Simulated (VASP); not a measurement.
# ZrAl2N3 (P6_3/mmc) in VASP: notebook

The runs below take ZrAl2N3 through single point, relaxation of cell and atoms, with PBE.

Everything below comes from runs of VASP 6.6.1. Logs are shortened: lines on timing, memory, paths and dates and some standing lists are left out, and cuts for length are marked.

## (1) The cell of the first run

The structure is hexagonal, space group P6_3/mmc (No. 194). The conventional cell has a = 2.977 Å, b = 2.977 Å, c = 15.811 Å, α = 90.00°, β = 90.00°, γ = 120.00°. Zr (site symmetry -6m2) has 6 N at 2.26 Å and 6 Zr at 2.98 Å within 3.0 Å. Within 2.8 Å of Al (site symmetry 3m) lie 6 N at 2.11 to 2.14 Å. N (site symmetry 3m) has 3 Al at 2.11 Å and 3 Zr at 2.26 Å and 1 N at 2.49 Å within 2.8 Å. Within 2.8 Å of N (site symmetry -3m) lie 6 Al at 2.14 Å and 2 N at 2.49 Å.

## (2) Single point, PBE

The input, INCAR:

```
ALGO     = Normal         # electronic algorithm
EDIFF    = 1E-6           # SCF threshold, eV
ENCUT    = 520            # plane-wave cutoff, eV
GGA      = PE             # functional
ISIF     = 2              # what is computed and relaxed
ISMEAR   = 0              # smearing method
LASPH    = T              # aspherical terms in the spheres
LCHARG   = F              # write CHGCAR
LREAL    = F              # projectors in reciprocal space
LWAVE    = F              # write WAVECAR
NBANDS   = 45             # bands
NELM     = 60             # most SCF steps
PREC     = Accurate       # precision mode
SIGMA    = 0.1            # smearing width, eV
```

The input, KPOINTS:

```
k-points
0
Gamma
  6 6 1
```

The input, POSCAR:

```
ZrAl2N3
1.0
    2.9770011226      0.0000000026      0.0000000000
   -1.4885005636      2.5781585980      0.0000000000
    0.0000000000      0.0000000000     15.8110995770
Zr Al N
2 4 6
Direct
    0.3333333333      0.6666666667      0.7500000000
    0.6666666667      0.3333333333      0.2500000000
    0.3333333333      0.6666666667      0.0803311328
    0.3333333333      0.6666666667      0.4196688672
    0.6666666667      0.3333333333      0.9196688672
    0.6666666667      0.3333333333      0.5803311328
    0.0000000000      0.0000000000      0.6575884845
    0.0000000000      0.0000000000      0.0000000000
    0.0000000000      0.0000000000      0.3424115155
    0.0000000000      0.0000000000      0.8424115155
    0.0000000000      0.0000000000      0.1575884845
    0.0000000000      0.0000000000      0.5000000000
```

Potentials or basis: VASP PAW PBE potentials, release 64 (Zr_sv, Al, N).

Command:

```bash
$ cat potpaw_PBE.64/Zr_sv/POTCAR potpaw_PBE.64/Al/POTCAR potpaw_PBE.64/N/POTCAR > POTCAR
$ mpirun -np 1 vasp_std > vasp.out
```

OUTCAR:

```text
EDIFF = 1E-6
   ENCUT = 520
   GGA = PE
   ISIF = 2
   ISMEAR = 0
   LASPH = T
   LREAL = F
   NELM = 60
   PREC = Accurate

 ion  position               nearest neighbor table
   1  0.333  0.667  0.750-   7 2.26  10 2.26   7 2.26  10 2.26   7 2.26  10 2.26   5 3.19   6 3.19
                             5 3.19   6 3.19   5 3.19   6 3.19
   2  0.667  0.333  0.250-   9 2.26  11 2.26   9 2.26  11 2.26   9 2.26  11 2.26   3 3.19   4 3.19
                             3 3.19   4 3.19   3 3.19   4 3.19
   3  0.333  0.667  0.080-  11 2.11  11 2.11  11 2.11   8 2.14   8 2.14   8 2.14   5 3.07   5 3.07
                             5 3.07   2 3.19   2 3.19   2 3.19
   4  0.333  0.667  0.420-   9 2.11   9 2.11   9 2.11  12 2.14  12 2.14  12 2.14   6 3.07   6 3.07
                             6 3.07   2 3.19   2 3.19   2 3.19
   5  0.667  0.333  0.920-  10 2.11  10 2.11  10 2.11   8 2.14   8 2.14   8 2.14   3 3.07   3 3.07
                             3 3.07   1 3.19   1 3.19   1 3.19
   6  0.667  0.333  0.580-   7 2.11   7 2.11   7 2.11  12 2.14  12 2.14  12 2.14   4 3.07   4 3.07
                             4 3.07   1 3.19   1 3.19   1 3.19
   7  0.000  0.000  0.658-   6 2.11   6 2.11   6 2.11   1 2.26   1 2.26   1 2.26
   8  0.000  0.000  0.000-   3 2.14   5 2.14   5 2.14   3 2.14   5 2.14   3 2.14
   9  0.000  0.000  0.342-   4 2.11   4 2.11   4 2.11   2 2.26   2 2.26   2 2.26
  10  0.000  0.000  0.842-   5 2.11   5 2.11   5 2.11   1 2.26   1 2.26   1 2.26
  11  0.000  0.000  0.158-   3 2.11   3 2.11   3 2.11   2 2.26   2 2.26   2 2.26
  12  0.000  0.000  0.500-   4 2.14   6 2.14   6 2.14   4 2.14   6 2.14   4 2.14

  LATTYP: Found a hexagonal cell.
 ALAT       =     2.9770011226
 C/A-ratio  =     5.3110828400

  Lattice vectors:

 A1 = (   2.9770011226,   0.0000000026,   0.0000000000)
 A2 = (  -1.4885005636,   2.5781585980,   0.0000000000)
 A3 = (   0.0000000000,   0.0000000000,  15.8110995770)

Analysis of symmetry for initial positions (statically):
=====================================================================
 Subroutine PRICEL returns:
 Original cell was already a primitive cell.

 Routine SETGRP: Setting up the symmetry group for a
 hexagonal supercell.

 Subroutine GETGRP returns: Found 24 space group operations
 (whereof 12 operations were pure point group operations)
 out of a pool of 24 trial point group operations.

The static configuration has the point symmetry D_3d.
 The point group associated with its full space group is D_6h.

Analysis of symmetry for dynamics (positions and initial velocities):
=====================================================================
 Subroutine PRICEL returns:
 Original cell was already a primitive cell.

[... 126 lines left out ...]
   EFERMI_NEDOS =   21; number of points for ismear=-14 and -15
   IALGO  =     38    algorithm
   IMIX   =      4    mixing-type and parameters
     AMIX     =   0.40;   BMIX     =  1.00
     AMIX_MAG =   1.60;   BMIX_MAG =  1.00
  volume/ion in A,a.u.               =      10.11        68.24
  Fermi-wavevector in a.u.,A,eV,Ry     =   1.336306  2.525252 24.296109  1.785714
  Thomas-Fermi vector in A             =   2.464943
   LORBIT       =      0    0 simple, 1 ext, 2 COOP (PROOUT), +10 PAW based schemes
   GGA     = PE    functional components
   LHFCALC =     F    Hartree Fock is set to
   AEXX    =    0.0000 exact exchange contribution
   IVDW    =     0    specifies the selected vdW correction
   LEPSILON=     F    determine dielectric tensor
   LRPA    =     F    only Hartree local field effects (RPA)
 non-spin polarized calculation
 Gauss-broadening in eV      SIGMA  =   0.10
  energy-cutoff  :      520.00
  volume of cell :      121.35
 maximum number of plane-waves:      3323
 NGX is ok and might be reduce to    24
   NGX = 11   NGY = 11   NGZ = 59

 number of electron      66.0000002 magnetization

 Free energy of the ion-electron system (eV)
  ---------------------------------------------------
  ext. energy  EPLUGINS =         0.00000000
  ---------------------------------------------------
  free energy    TOTEN  =       -92.75283427 eV

  energy without entropy =      -92.73479888  energy(sigma->0) =      -92.74381657

 E-fermi :  10.6997     XC(G=0): -12.0862

 val. band max:       10.6536609784   @ k =   0.3333  -0.0000   0.0000
 cond. band min:      10.8675537862   @ k =   0.1667  -0.0000   0.0000
 fundamental gap:      0.2138928078
 Fermi energy:        10.6996518373

 k-point     1 :       0.0000    0.0000    0.0000
  band No.  band energies     occupation
      1     -37.9995      2.00000
      2     -37.9995      2.00000
      3     -16.4638      2.00000
      4     -16.4636      2.00000
      5     -15.3439      2.00000
      6     -15.3439      2.00000
[... 325 lines left out ...]
     44      16.5615      0.00000
     45      17.2892      0.00000

------------------------ aborting loop because EDIFF is reached ----------------------------------------

  FORCE on cell =-STRESS in cart. coord.  units (eV):
  Direction    XX          YY          ZZ          XY          YZ          ZX
  --------------------------------------------------------------------------------------
  -------------------------------------------------------------------------------------
  Total        0.0432791      0.0432791      0.0111774     -0.0000000      0.0000000      0.0000000
  in kB        0.5713971      0.5713971      0.1475715     -0.0000000      0.0000000      0.0000000
  external PRESSURE =       0.4301219 kB  Pullay stress =       0.0000000 kB

 VOLUME and BASIS-vectors are now :
 -----------------------------------------------------------------------------
  energy-cutoff  :      520.00
  volume of cell :      121.35
      direct lattice vectors                 reciprocal lattice vectors
     2.977001123  0.000000003  0.000000000     0.335908506  0.193936867  0.000000000
    -1.488500564  2.578158598  0.000000000    -0.000000000  0.387873733  0.000000000
     0.000000000  0.000000000 15.811099577     0.000000000  0.000000000  0.063246708

 POSITION                                       TOTAL-FORCE (eV/Angst)
 -----------------------------------------------------------------------------------
     -0.00000      1.71877     11.85832         0.000000     -0.000000      0.000000
      1.48850      0.85939      3.95277        -0.000000      0.000000      0.000000
     -0.00000      1.71877      1.27012         0.000000     -0.000000     -0.000255
     -0.00000      1.71877      6.63543         0.000000      0.000000      0.000255
      1.48850      0.85939     14.54098         0.000000      0.000000      0.000255
      1.48850      0.85939      9.17567        -0.000000     -0.000000     -0.000255
      0.00000      0.00000     10.39720        -0.000000      0.000000     -0.018214
      0.00000      0.00000      0.00000        -0.000000      0.000000      0.000000
      0.00000      0.00000      5.41390        -0.000000      0.000000      0.018214
      0.00000      0.00000     13.31945        -0.000000     -0.000000      0.018214
      0.00000      0.00000      2.49165        -0.000000      0.000000     -0.018214
      0.00000      0.00000      7.90555        -0.000000      0.000000      0.000000
 -----------------------------------------------------------------------------------
    total drift:                                0.000000     -0.000000      0.000000

  FREE ENERGIE OF THE ION-ELECTRON SYSTEM (eV)
  ---------------------------------------------------
  free  energy   TOTEN  =       -92.7528342700 eV

  energy  without entropy=      -92.7347988754  energy(sigma->0) =      -92.74381657
```

OSZICAR:

```text
N       E                     dE             d eps       ncg     rms          rms(c)
DAV:   1     0.437418974267E+03    0.43742E+03   -0.33405E+04   630   0.142E+03
DAV:   2    -0.665843753775E+02   -0.50400E+03   -0.48038E+03   771   0.355E+02
DAV:   3    -0.104739983549E+03   -0.38156E+02   -0.37753E+02   903   0.907E+01
DAV:   4    -0.106827372259E+03   -0.20874E+01   -0.20819E+01   956   0.170E+01
DAV:   5    -0.106885004535E+03   -0.57632E-01   -0.57607E-01   831   0.230E+00    0.369E+01
DAV:   6    -0.929233108076E+02    0.13962E+02   -0.62759E+01   751   0.335E+01    0.159E+01
DAV:   7    -0.928237398167E+02    0.99571E-01   -0.52466E+00   832   0.997E+00    0.940E+00
DAV:   8    -0.927517535777E+02    0.71986E-01   -0.44561E-01   804   0.366E+00    0.103E+00
DAV:   9    -0.927530012509E+02   -0.12477E-02   -0.53614E-02   940   0.943E-01    0.717E-01
DAV:  10    -0.927537379656E+02   -0.73671E-03   -0.16635E-02   836   0.761E-01    0.282E-01
DAV:  11    -0.927527972937E+02    0.94067E-03   -0.43349E-03   796   0.377E-01    0.743E-02
DAV:  12    -0.927528396435E+02   -0.42350E-04   -0.27322E-04   772   0.883E-02    0.320E-02
DAV:  13    -0.927528333725E+02    0.62709E-05   -0.19867E-05   876   0.292E-02    0.120E-02
DAV:  14    -0.927528342700E+02   -0.89749E-06   -0.25309E-06   676   0.102E-02
   1 F= -.92752834E+02 E0= -.92743817E+02  d E =-.180354E-01
```

It took 70 s on 1 thread of Intel Xeon 8259CL, shared host; peak memory 0.25 GiB.

What came out:

- Free energy: -92.7528 eV
- Pressure: 0.0 GPa
- Largest force: 0.018 eV/Å
- Band gap on the k mesh: zero (bands 33 and 34 overlap by 1.04 eV)

Forces on the atoms (eV/Å):
```
Zr   0.000  0.000  0.000
Zr   0.000  0.000  0.000
Al   0.000  0.000  0.000
Al   0.000  0.000  0.000
Al   0.000  0.000  0.000
Al   0.000  0.000  0.000
N    0.000  0.000 -0.018
N    0.000  0.000  0.000
N    0.000  0.000  0.018
N    0.000  0.000  0.018
N    0.000  0.000 -0.018
N    0.000  0.000  0.000
```

Levels at points of the mesh, in eV from the Fermi level:
```csv
k point,band 29,band 30,band 31,band 32,band 33,band 34,band 35,band 36,band 37,band 38
"(0.00, 0.00, 0.00)",-1.63,-1.46,-1.46,-1.15,0.18,1.34,2.11,2.35,2.88,2.88
"(0.50, 0.00, 0.00)",-2.74,-2.66,-2.21,-1.23,-0.31,0.42,1.11,2.09,2.97,3.14
```

Caveat: the k points lie up to 0.41 Å⁻¹ apart, too coarse for converged energies and pressures of a metal.

## (3) Single point, PBE

This run uses another cell than the first one, of 13.17 Å³/atom.

The input, INCAR:

```
SYSTEM = ZrAl2N3
  PREC = Accurate
  ENCUT = 520
  EDIFF = 1E-7
  ISMEAR = 0
  SIGMA = 0.1
  LREAL = .FALSE.
  LASPH = .TRUE.
  NELM = 60
  ALGO = Normal
  ISIF = 2
  LWAVE = .FALSE.
  LCHARG = .FALSE.
  GGA = PE
  NBANDS = 45
```

The input, KPOINTS:

```
Automatic mesh
0
G
  6 6 1
  0 0 0
```

The input, POSCAR:

```
ZrAl2N3
1.0
    3.2806362500      0.0000000000      0.0000000000
   -1.6403181300      2.8411143400      0.0000000000
    0.0000000000      0.0000000000     16.9531204300
Zr Al N
2 4 6
Direct
    0.3333333300      0.6666666700      0.7500000000
    0.6666666700      0.3333333300      0.2500000000
    0.3333333300      0.6666666700      0.0833333300
    0.3333333300      0.6666666700      0.4166666700
    0.6666666700      0.3333333300      0.9166666700
    0.6666666700      0.3333333300      0.5833333300
    0.0000000000      0.0000000000      0.6666666700
    0.0000000000      0.0000000000      0.0000000000
    0.0000000000      0.0000000000      0.3333333300
    0.0000000000      0.0000000000      0.8333333300
    0.0000000000      0.0000000000      0.1666666700
    0.0000000000      0.0000000000      0.5000000000
```

Potentials or basis: VASP PAW PBE potentials, release 64 (Zr_sv, Al, N).

Command:

```bash
$ cat potpaw_PBE.64/Zr_sv/POTCAR potpaw_PBE.64/Al/POTCAR potpaw_PBE.64/N/POTCAR > POTCAR
$ mpirun -np 1 vasp_std > vasp.out
```

Wall time 2.1 min (1 thread of Intel Xeon 8259CL, shared host); peak memory 0.27 GiB.

Results (log left out):

* Free energy: -87.9264 eV
* Pressure: -30.8 GPa
* Largest force: 0.666 eV/Å
* Band gap on the k mesh: zero (bands 33 and 34 overlap by 0.60 eV)

Forces in eV/Å, atoms in the order of the input:
```
Zr   0.000  0.000  0.000
Zr   0.000  0.000  0.000
Al   0.000  0.000 -0.405
Al   0.000  0.000  0.405
Al   0.000  0.000  0.405
Al   0.000  0.000 -0.405
N    0.000  0.000 -0.666
N    0.000  0.000  0.000
N    0.000  0.000  0.666
N    0.000  0.000  0.666
N    0.000  0.000 -0.666
N    0.000  0.000  0.000
```

Stress tensor (GPa, compression positive):
```
-32.76   0.00   0.00
  0.00 -32.76   0.00
  0.00   0.00 -26.89
```

Levels at points of the mesh, in eV from the Fermi level:
```
           k point  band 29  band 30  band 31  band 32  band 33  band 34  band 35  band 36  band 37  band 38
(0.00, 0.00, 0.00)    -1.36    -1.30    -1.30    -1.18    -0.88     0.62     1.10     1.62     1.74     2.44
(0.50, 0.00, 0.00)    -2.27    -2.25    -1.98    -1.10    -0.41     0.17     0.71     0.94     1.59     1.94
```

Caveat: the k points lie up to 0.37 Å⁻¹ apart, too coarse for converged energies and pressures of a metal.

[end of part 1 of 3]
